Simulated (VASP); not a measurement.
Fe: single point with PBE

Fe:

```xyz
2
Lattice="0.0000 2.8310 0.0000 2.8310 0.0000 0.0000 2.8310 2.8310 -2.8310" Properties=species:S:1:pos:R:3 pbc="T T T"
Fe    0.0000    0.0000    0.0000
Fe    1.4155    1.4155   -1.4155
```

- Program: VASP 6.6.1
- Task: single point
- Functional: PBE
- Potentials or basis: VASP PAW PBE potentials, release 64 (Fe)
- Cutoff: 520 eV
- k mesh: 20 × 20 × 10
- Occupations: gaussian, width 0.05 eV
- Spin: collinear spin, antiferromagnetic start
- Starting moments: [2.5, -2.5] μB

The pressure is -6.1 GPa, the band gap on the k mesh is zero (filled and empty bands overlap) and the net moment is 0.00 μB per cell. The site moments are Fe +1.52, -1.52 μB and the valence electrons inside the program's atomic spheres are Fe 7.27.

Levels at points of the mesh, in eV from the Fermi level:
Spin up:
| k point | band 5 | band 6 | band 7 | band 8 | band 9 | band 10 | band 11 | band 12 |
| --- | --- | --- | --- | --- | --- | --- | --- | --- |
| (0.00, 0.00, 0.00) | -1.82 | -1.82 | 0.07 | 0.07 | 0.99 | 0.99 | 0.99 | 9.83 |
| (0.50, 0.00, 0.00) | -0.86 | -0.56 | 0.33 | 0.33 | 0.43 | 1.15 | 1.22 | 1.22 |
| (0.00, 0.00, 0.50) | -1.81 | -1.37 | -1.05 | -0.71 | -0.71 | 0.16 | 0.21 | 1.87 |
| (0.50, 0.50, 0.50) | -2.44 | -2.44 | -0.82 | -0.82 | 1.20 | 1.20 | 8.71 | 8.71 |
Spin down:
```csv
k point,band 5,band 6,band 7,band 8,band 9,band 10,band 11,band 12
"(0.00, 0.00, 0.00)",-1.82,-1.82,0.07,0.07,0.99,0.99,0.99,9.83
"(0.50, 0.00, 0.00)",-0.86,-0.56,0.33,0.33,0.43,1.15,1.22,1.22
"(0.00, 0.00, 0.50)",-1.81,-1.37,-1.05,-0.71,-0.71,0.16,0.21,1.87
"(0.50, 0.50, 0.50)",-2.44,-2.44,-0.82,-0.82,1.20,1.20,8.71,8.71
```

Wall time 3.8 min on 1 thread of AMD EPYC 7R43 64-Core Processor (Zen 3), with other jobs on the host, peak memory 0.19 GiB.
